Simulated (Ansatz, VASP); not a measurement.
# Two plane-wave programs on Al2InN3

```xyz
6
Lattice="3.0279 0.0000 0.0000 -1.5140 2.6223 0.0000 0.0000 0.0000 7.5177" Properties=species:S:1:pos:R:3 pbc="T T T"
Al    0.0000    1.7482    4.9280
Al    1.5140    0.8741    2.5896
In    0.0000    0.0000    0.0000
N     0.0000    1.7482    1.4793
N     1.5140    0.8741    6.0384
N     0.0000    0.0000    3.7588
```

Change from the starting cell: species swapped into the CaSm2S3 type (P-3m1, No. 164).

Alike in both runs: task relaxation of cell and atoms; functional PBE; k mesh 12 × 12 × 4; occupations gaussian, width 0.02 eV; no spin polarisation.

|  | VASP | Ansatz |
| --- | --- | --- |
| version | VASP 6.6.1 | Ansatz 0.2.0 |
| potentials or method | VASP PAW PBE potentials, release 64 (Al, In_d, N), cutoff 600 eV | scalar-relativistic, plane waves, PAW |
| valence electrons in the cell | 34 | 34 |

Ansatz gave:

| Quantity | Value |
| --- | --- |
| gap on the k mesh at the Fermi level, each at its own relaxed structure (eV) | 2.37 |
| relaxed volume (Å³/atom) | 9.95 |
| relaxed cell length with the largest relative difference (Å) | 3.027 |

Question: Which values does VASP return?

Answer: gap on the k mesh at the Fermi level, each at its own relaxed structure (eV): 2.36; relaxed volume (Å³/atom): 9.94; relaxed cell length with the largest relative difference (Å): 3.026.
